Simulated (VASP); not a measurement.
# Li (Fm-3m) in VASP: further runs

Runs on Li. Level: PBEsol. Tasks: relaxation of cell and atoms.

All numbers are computed with VASP 6.6.1; they aren't measurements. Logs are shortened: lines on timing, memory, paths and dates and some standing lists are left out, and cuts for length are marked.

## Step 1: The cell of the first run

The structure is cubic, space group Fm-3m (No. 225). The conventional cell has a = 4.404 Å, b = 4.404 Å, c = 4.404 Å, α = 90.00°, β = 90.00°, γ = 90.00°. Within 4.1 Å of Li (site symmetry m-3m) lie 12 Li at 3.11 Å.

This isn't the form of Li at room conditions, which is bcc.

## Step 2: Relaxation of cell and atoms, PBEsol, target pressure 5 GPa, at which the enthalpy is minimised

Input file INCAR:

```
SYSTEM = Li
ALGO = Normal
EDIFF = 1E-6
EDIFFG = -0.01
ENCUT = 600
GGA = PS
IBRION = 2
ISIF = 3
ISMEAR = -1
LASPH = .True.
LCHARG = .False.
LREAL = .False.
LWAVE = .False.
NELM = 60
NSW = 60
PREC = Accurate
PSTRESS = 50.0
SIGMA = 0.05
```

Input file KPOINTS:

```
k-points
0
Gamma
  10 10 10
  0 0 0
```

Input file POSCAR:

```
Li
1.0
    0.0000000000      2.2020000000      2.2020000000
    2.2020000000      0.0000000000      2.2020000000
    2.2020000000      2.2020000000      0.0000000000
Li
1
Direct
    0.0000000000      0.0000000000      0.0000000000
```

Potentials or basis: VASP PAW PBE potentials, release 64 (Li_sv).

Launch:

```bash
$ cat potpaw_PBE.64/Li_sv/POTCAR > POTCAR
$ mpirun -np 1 vasp_std > vasp.out
```

OUTCAR:

```text
SYSTEM = Li
   EDIFF = 1E-6
   EDIFFG = -0.01
   ENCUT = 600
   GGA = PS
   IBRION = 2
   ISIF = 3
   ISMEAR = -1
   LASPH = .True.
   LREAL = .False.
   NELM = 60
   NSW = 60
   PREC = Accurate
   PSTRESS = 50.0

 ion  position               nearest neighbor table
   1  0.000  0.000  0.000-

  LATTYP: Found a face centered cubic cell.
 ALAT       =     4.4040000000

  Lattice vectors:

 A1 = (   0.0000000000,   2.2020000000,   2.2020000000)
 A2 = (   2.2020000000,   0.0000000000,   2.2020000000)
 A3 = (   2.2020000000,   2.2020000000,   0.0000000000)

Analysis of symmetry for initial positions (statically):
=====================================================================
 Subroutine PRICEL returns:
 Original cell was already a primitive cell.

 Routine SETGRP: Setting up the symmetry group for a
 face centered cubic supercell.

 Subroutine GETGRP returns: Found 48 space group operations
 (whereof 48 operations were pure point group operations)
 out of a pool of 48 trial point group operations.

The static configuration has the point symmetry O_h .

Analysis of symmetry for dynamics (positions and initial velocities):
=====================================================================
 Subroutine PRICEL returns:
 Original cell was already a primitive cell.

 Routine SETGRP: Setting up the symmetry group for a
 face centered cubic supercell.

 Subroutine GETGRP returns: Found 48 space group operations
 (whereof 48 operations were pure point group operations)
 out of a pool of 48 trial point group operations.

The dynamic configuration has the point symmetry O_h .

 Subroutine INISYM returns: Found 48 space group operations
 (whereof 48 operations are pure point group operations),
 and found     1 'primitive' translations

----------------------------------------------------------------------------------------

                                     Primitive cell

  volume of cell :      21.3541

  direct lattice vectors                    reciprocal lattice vectors
     0.000000000  2.202000000  2.202000000    -0.227066303  0.227066303  0.227066303
     2.202000000  0.000000000  2.202000000     0.227066303 -0.227066303  0.227066303
     2.202000000  2.202000000  0.000000000     0.227066303  0.227066303 -0.227066303

  length of vectors
     3.114098264  3.114098264  3.114098264     0.393290374  0.393290374  0.393290374

  position of ions in fractional coordinates (direct lattice)
     0.000000000  0.000000000  0.000000000

  ion indices of the primitive-cell ions
   primitive index   ion index
                 1           1

----------------------------------------------------------------------------------------

 KPOINTS: k-points

Automatic generation of k-mesh.
 Grid dimensions read from file:
 generate k-points for:   10   10   10

 Generating k-lattice:

  Cartesian coordinates                     Fractional coordinates (reciprocal lattice)
    -0.022706630  0.022706630  0.022706630     0.100000000  0.000000000  0.000000000
     0.022706630 -0.022706630  0.022706630     0.000000000  0.100000000  0.000000000
     0.022706630  0.022706630 -0.022706630     0.000000000  0.000000000  0.100000000

  Length of vectors
     0.039329037  0.039329037  0.039329037

  Shift w.r.t. Gamma in fractional coordinates (k-lattice)
     0.000000000  0.000000000  0.000000000

 Subroutine IBZKPT returns following result:
 ===========================================

 Found     47 irreducible k-points:

 Following reciprocal coordinates:
            Coordinates               Weight
  0.000000  0.000000  0.000000      1.000000
  0.100000  0.000000  0.000000      8.000000
  0.200000  0.000000  0.000000      8.000000
  0.300000  0.000000  0.000000      8.000000
  0.400000  0.000000  0.000000      8.000000
  0.500000  0.000000  0.000000      4.000000
[... 16 lines left out ...]
  0.300000  0.300000  0.000000      6.000000
  0.400000  0.300000  0.000000     24.000000
 [... further k-points ...]
   k-points           NKPTS =     47   k-points in BZ     NKDIM =     47   number of bands    NBANDS=      5
   number of dos      NEDOS =    301   number of ions     NIONS =      1
   total plane-waves  NPLWV =  21952
   dimension x,y,z NGX =    28 NGY =   28 NGZ =   28
   dimension x,y,z NGXF=    56 NGYF=   56 NGZF=   56
   ions per type =               1
   NGX,Y,Z   is equivalent  to a cutoff of  14.95, 14.95, 14.95 a.u.
   NGXF,Y,Z  is equivalent  to a cutoff of  29.90, 29.90, 29.90 a.u.
 SYSTEM =  Li
   PREC   = accura    normal or accurate (medium, high low for compatibility)
   ISTART =      0    job   : 0-new  1-cont  2-samecut
   ICHARG =      2    charge: 1-file 2-atom 10-const
   ISPIN  =      1    spin polarized calculation?
   LNONCOLLINEAR =      F non collinear calculations
   LSORBIT =      F    spin-orbit coupling
   LASPH  =      T    aspherical Exc in radial PAW
   ENCUT  =  600.0 eV  44.10 Ry    6.64 a.u.   6.22  6.22  6.22*2*pi/ulx,y,z
   NELM   =     60;   NELMIN=  2; NELMDL= -5     # of ELM steps
   EDIFF  = 0.1E-05   stopping-criterion for ELM
   LREAL  =      F    real-space projection
   EDIFFG = -.1E-01   stopping-criterion for IOM
   NSW    =     60    number of steps for IOM
   IBRION =      2    ionic relax: 0-MD 1-quasi-New 2-CG
   NFREE  =      1    steps in history (QN), initial steepest desc. (CG)
   ISIF   =      3    stress and relaxation
   ISYM   =      2    0-nonsym 1-usesym 2-fastsym
   POTIM  = 0.5000    time-step for ionic-motion
   TEBEG  =    0.0;   TEEND  =   0.0 temperature during run
   PSTRESS=   50.0 pullay stress
   NELECT =       3.0000    total number of electrons
   NUPDOWN=      -1.0000    fix difference up-down
   EMIN   =  10.00;   EMAX   =-10.00  energy-range for DOS
   EFERMI =   0.00;   METHOD = LEGACY
   ISMEAR =    -1;   SIGMA  =   0.05  broadening in eV -4-tet -1-fermi 0-gaus
   EFERMI_NEDOS =   21; number of points for ismear=-14 and -15
   IALGO  =     38    algorithm
   IMIX   =      4    mixing-type and parameters
     AMIX     =   0.40;   BMIX     =  1.00
     AMIX_MAG =   1.60;   BMIX_MAG =  1.00
  volume/ion in A,a.u.               =      21.35       144.10
  Fermi-wavevector in a.u.,A,eV,Ry     =   0.851049  1.608250  9.854489  0.724285
  Thomas-Fermi vector in A             =   1.967122
   LORBIT       =      0    0 simple, 1 ext, 2 COOP (PROOUT), +10 PAW based schemes
   GGA     = PS    functional components
   LHFCALC =     F    Hartree Fock is set to
   AEXX    =    0.0000 exact exchange contribution
   IVDW    =     0    specifies the selected vdW correction
   LEPSILON=     F    determine dielectric tensor
   LRPA    =     F    only Hartree local field effects (RPA)
 conjugate gradient relaxation of ions
 non-spin polarized calculation
  energy-cutoff  :      600.00
  volume of cell :       21.35
 maximum number of plane-waves:       728
 NGX is ok and might be reduce to    28
   NGX = 13   NGY = 13   NGZ = 13

--------------------------------------- Ionic step        1  -------------------------------------------

 number of electron       2.9999998 magnetization

 Free energy of the ion-electron system (eV)
  ---------------------------------------------------
  ext. energy  EPLUGINS =         0.00000000
  ---------------------------------------------------
  free energy    TOTEN  =        -1.96728753 eV

  energy without entropy =       -1.96271098  energy(sigma->0) =       -1.96499926

------------------------ aborting loop because EDIFF is reached ----------------------------------------

  FORCE on cell =-STRESS in cart. coord.  units (eV):
  Direction    XX          YY          ZZ          XY          YZ          ZX
  --------------------------------------------------------------------------------------
  -------------------------------------------------------------------------------------
  Total       -0.1073152     -0.1073152     -0.1073152     -0.0000000     -0.0000000     -0.0000000
  in kB       -8.0517432     -8.0517432     -8.0517432     -0.0000000     -0.0000000     -0.0000000
  external PRESSURE =     -58.0517432 kB  Pullay stress =      50.0000000 kB
[... 133 lines left out ...]
  enthalpy is  TOTEN    =        -1.4258257835 eV   P V=        0.4855294594

--------------------------------------- Ionic step        5  -------------------------------------------

 number of electron       3.0000002 magnetization

 Free energy of the ion-electron system (eV)
  ---------------------------------------------------
  ext. energy  EPLUGINS =         0.00000000
  ---------------------------------------------------
  free energy    TOTEN  =        -1.91576831 eV

  energy without entropy =       -1.91173189  energy(sigma->0) =       -1.91375010

 E-fermi :   1.3547     XC(G=0):  -7.6738

 val. band max:        1.2736919017   @ k =   0.5000   0.0000   0.0000
 cond. band min:       1.4024834562   @ k =   0.5000   0.1000   0.0000
 fundamental gap:      0.1287915544
 Fermi energy:         1.3546810432

 k-point     1 :       0.0000    0.0000    0.0000
  band No.  band energies     occupation
      1     -44.0878      2.00000
      2      -2.4506      2.00000
      3      18.5712      0.00000
      4      18.5712      0.00000
      5      18.5712      0.00000

 k-point     2 :       0.1000    0.0000    0.0000
  band No.  band energies     occupation
      1     -44.0829      2.00000
      2      -2.2576      2.00000
      3      16.3957      0.00000
      4      18.1045      0.00000
      5      18.1045      0.00000
[... 169 lines left out ...]
 k-point    24 :       0.4000    0.3000    0.0000
  band No.  band energies     occupation
      1     -44.0339      2.00000
      2       0.9245      1.99963
      3      10.1069      0.00000
      4      11.7439      0.00000
      5      12.3973      0.00000

 [... further k-points ...]

------------------------ aborting loop because EDIFF is reached ----------------------------------------

  FORCE on cell =-STRESS in cart. coord.  units (eV):
  Direction    XX          YY          ZZ          XY          YZ          ZX
  --------------------------------------------------------------------------------------
  -------------------------------------------------------------------------------------
  Total        0.4877439      0.4877439      0.4877439      0.0000000      0.0000000     -0.0000000
  in kB       49.7861472     49.7861472     49.7861472      0.0000000      0.0000000     -0.0000000
  external PRESSURE =      -0.2138528 kB  Pullay stress =      50.0000000 kB
[... 16 lines left out ...]
  FREE ENERGIE OF THE ION-ELECTRON SYSTEM (eV)
  ---------------------------------------------------
  free  energy   TOTEN  =        -1.9157683088 eV

  energy  without entropy=       -1.9117318874  energy(sigma->0) =       -1.91375010

  enthalpy is  TOTEN    =        -1.4259293286 eV   P V=        0.4898389802

 reached required accuracy - stopping structural energy minimisation
```

Run time: 16 s. Hardware: 1 thread of Intel Xeon Platinum 8375C at 2.90GHz (Ice Lake), shared host; peak memory 0.14 GiB.

Results:

- Free energy: -1.9158 eV
- Relaxed volume: 15.70 Å³/atom
- Relaxed cell: a = 2.810 Å, b = 2.810 Å, c = 2.810 Å, α = 60.00°, β = 60.00°, γ = 60.00°
- Space group after relaxing (to 0.1 Å): Fm-3m (No. 225)
- Energy change on relaxing (the run minimises the enthalpy): +51.5 meV/atom
- Ionic steps: 5
- Pressure after relaxing: 5.0 GPa
- Band gap on the k mesh: zero (an odd number of electrons rules out a gap without spin polarisation)

The path:
| step | energy change (eV) | largest force (eV/Å) | pressure (GPa) | volume (Å³) |
| --- | --- | --- | --- | --- |
| 1 | 0.0000 | 0.0000 | -0.81 | 21.35 |
| 2 | -0.0018 | 0.0000 | 0.69 | 19.05 |
| 3 | 0.0267 | 0.0000 | 3.38 | 16.65 |
| 4 | 0.0559 | 0.0000 | 5.26 | 15.56 |
| 5 | 0.0515 | 0.0000 | 4.98 | 15.70 |

Final structure:
```yaml
crystal:
  lattice:
    - [0.00000, 1.98726, 1.98726]
    - [1.98726, 0.00000, 1.98726]
    - [1.98726, 1.98726, 0.00000]
  atoms:
    - { symbol: Li, position: [0.00000, 0.00000, 0.00000] }
```

Levels at points of the mesh, in eV from the Fermi level:
```tsv
k point	band 1	band 2	band 3	band 4	band 5
(0.00, 0.00, 0.00)	-45.44	-3.81	17.22	17.22	17.22
(0.50, 0.00, 0.00)	-45.39	-0.08	3.93	15.14	15.14
(0.50, 0.50, 0.00)	-45.38	1.79	5.77	10.06	10.06
```

Caveat: the cutoff is under 1.25 times the usual one of these potentials, so pressure, stress and relaxed cells hold a basis-set (Pulay) error; the cell is relaxed towards a set pressure, so the run minimises the enthalpy, not the energy; the volume moved by over 15 % at a fixed basis, so the end points are rough; the PAW data sets were made with another functional, which shifts forces and pressure a little.

## Step 3: Relaxation of cell and atoms, PBEsol, target pressure 10 GPa, at which the enthalpy is minimised

Input file INCAR:

```
SYSTEM = Li
PREC = Accurate
ENCUT = 600
EDIFF = 1E-6
ISMEAR = -1
SIGMA = 0.05
LREAL = .FALSE.
LASPH = .TRUE.
NELM = 80
ALGO = Normal
ISIF = 3
LWAVE = .FALSE.
LCHARG = .FALSE.
GGA = PS
IBRION = 2
NSW = 60
EDIFFG = -0.01
PSTRESS = 100.0
```

Input file KPOINTS:

```
regular mesh
0
G
  10 10 10
  0 0 0
```

POSCAR is that of step 2.

Potentials or basis: VASP PAW PBE potentials, release 64 (Li_sv).

Launch:

```bash
$ cat potpaw_PBE.64/Li_sv/POTCAR > POTCAR
$ mpirun -np 1 vasp_std > vasp.out
```

OUTCAR:

```text
SYSTEM = Li
   PREC = Accurate
   ENCUT = 600
   EDIFF = 1E-6
   ISMEAR = -1
   LREAL = .FALSE.
   LASPH = .TRUE.
   NELM = 80
   ISIF = 3
   GGA = PS
   IBRION = 2
   NSW = 60
   EDIFFG = -0.01
   PSTRESS = 100.0

 ion  position               nearest neighbor table
   1  0.000  0.000  0.000-

  LATTYP: Found a face centered cubic cell.
 ALAT       =     4.4040000000

  Lattice vectors:

 A1 = (   0.0000000000,   2.2020000000,   2.2020000000)
 A2 = (   2.2020000000,   0.0000000000,   2.2020000000)
 A3 = (   2.2020000000,   2.2020000000,   0.0000000000)

Analysis of symmetry for initial positions (statically):
=====================================================================
 Subroutine PRICEL returns:
 Original cell was already a primitive cell.

 Routine SETGRP: Setting up the symmetry group for a
 face centered cubic supercell.

 Subroutine GETGRP returns: Found 48 space group operations
 (whereof 48 operations were pure point group operations)
 out of a pool of 48 trial point group operations.

The static configuration has the point symmetry O_h .

[... 156 lines left out ...]
  ---------------------------------------------------
  free energy    TOTEN  =        -1.96728753 eV

  energy without entropy =       -1.96271098  energy(sigma->0) =       -1.96499926

------------------------ aborting loop because EDIFF is reached ----------------------------------------

  FORCE on cell =-STRESS in cart. coord.  units (eV):
  Direction    XX          YY          ZZ          XY          YZ          ZX
  --------------------------------------------------------------------------------------
  -------------------------------------------------------------------------------------
  Total       -0.1073152     -0.1073152     -0.1073152     -0.0000000     -0.0000000     -0.0000000
  in kB       -8.0517432     -8.0517432     -8.0517432     -0.0000000     -0.0000000     -0.0000000
  external PRESSURE =    -108.0517432 kB  Pullay stress =     100.0000000 kB
[... 24 lines left out ...]
--------------------------------------- Ionic step        2  -------------------------------------------

 number of electron       2.9999999 magnetization

 E-fermi :   1.0550     XC(G=0):  -7.4311

 val. band max:        1.0186919630   @ k =   0.5000   0.0000   0.0000
 cond. band min:       1.1178657955   @ k =   0.5000   0.3000   0.1000
 fundamental gap:      0.0991738325
 Fermi energy:         1.0549785140

 k-point     1 :       0.0000    0.0000    0.0000
  band No.  band energies     occupation
      1     -44.5270      2.00000
      2      -2.6513      2.00000
      3      17.2183      0.00000
      4      17.2183      0.00000
      5      17.2183      0.00000
[... 294 lines left out ...]
--------------------------------------- Ionic step        5  -------------------------------------------

 number of electron       3.0000000 magnetization

 Free energy of the ion-electron system (eV)
  ---------------------------------------------------
  ext. energy  EPLUGINS =         0.00000000
  ---------------------------------------------------
  free energy    TOTEN  =        -1.82564169 eV

  energy without entropy =       -1.82240540  energy(sigma->0) =       -1.82402355

 E-fermi :   1.8326     XC(G=0):  -8.0492

 val. band max:        1.6874859854   @ k =   0.5000   0.0000   0.0000
 cond. band min:       1.8443742427   @ k =   0.5000   0.1000   0.0000
 fundamental gap:      0.1568882572
 Fermi energy:         1.8326282063

 k-point     1 :       0.0000    0.0000    0.0000
  band No.  band energies     occupation
      1     -43.4205      2.00000
      2      -2.0816      2.00000
      3      20.7285      0.00000
      4      20.7285      0.00000
      5      20.7285      0.00000
[... 216 lines left out ...]
  energy  without entropy=       -1.8224053979  energy(sigma->0) =       -1.82402355

  enthalpy is  TOTEN    =        -0.9705352107 eV   P V=        0.8551064822

 reached required accuracy - stopping structural energy minimisation
```

OSZICAR:

```text
N       E                     dE             d eps       ncg     rms          rms(c)
DAV:   1     0.738032477075E+00    0.73803E+00   -0.80330E+02   475   0.472E+02
DAV:   2    -0.179218528640E+01   -0.25302E+01   -0.24261E+01   655   0.625E+01
DAV:   3    -0.196592950341E+01   -0.17374E+00   -0.17372E+00   620   0.109E+01
[... 37 lines left out ...]
DAV:   1    -0.182584018325E+01   -0.86147E-02   -0.84672E-03   580   0.957E-01    0.181E-01
DAV:   2    -0.182572954240E+01    0.11064E-03   -0.58123E-04   530   0.322E-01    0.112E-01
DAV:   3    -0.182564220272E+01    0.87340E-04   -0.25965E-04   815   0.132E-01    0.204E-02
DAV:   4    -0.182564194959E+01    0.25313E-06   -0.12278E-05   660   0.397E-02    0.331E-03
DAV:   5    -0.182564169293E+01    0.25666E-06   -0.16599E-06   480   0.149E-02
   5 F= -.97053521E+00 E0= -.96891706E+00  d E =-.336067E+00
```

Wall time 16 s (1 thread of Intel Xeon Platinum 8375C at 2.90GHz (Ice Lake), shared host); peak memory 0.14 GiB.

What came out:

- Free energy: -1.8256 eV
- Relaxed volume: 13.70 Å³/atom
- Relaxed cell: a = 2.686 Å, b = 2.686 Å, c = 2.686 Å, α = 60.00°, β = 60.00°, γ = 60.00°
- Space group after relaxing (to 0.1 Å): Fm-3m (No. 225)
- Energy change on relaxing (the run minimises the enthalpy): +141.6 meV/atom
- Ionic steps: 5
- Pressure after relaxing: 9.9 GPa
- Band gap on the k mesh: zero (an odd number of electrons rules out a gap without spin polarisation)

Step by step:
```csv
step,energy change (eV),largest force (eV/Å),pressure (GPa),volume (Å³)
1,0.0000,0.0000,-0.81,21.35
2,0.0164,0.0000,2.61,17.21
3,0.0919,0.0000,7.31,14.63
4,0.1501,0.0000,10.33,13.57
5,0.1416,0.0000,9.90,13.70
```

Final structure:
```yaml
crystal:
  lattice:
    - [0.00000, 1.89918, 1.89918]
    - [1.89918, 0.00000, 1.89918]
    - [1.89918, 1.89918, 0.00000]
  atoms:
    - { symbol: Li, position: [0.00000, 0.00000, 0.00000] }
```

Caveat: the cutoff is under 1.25 times the usual one of these potentials, so pressure, stress and relaxed cells hold a basis-set (Pulay) error; the cell is relaxed towards a set pressure, so the run minimises the enthalpy, not the energy; the volume moved by over 15 % at a fixed basis, so the end points are rough; the PAW data sets were made with another functional, which shifts forces and pressure a little.

(Continued in part 2 of 2.)
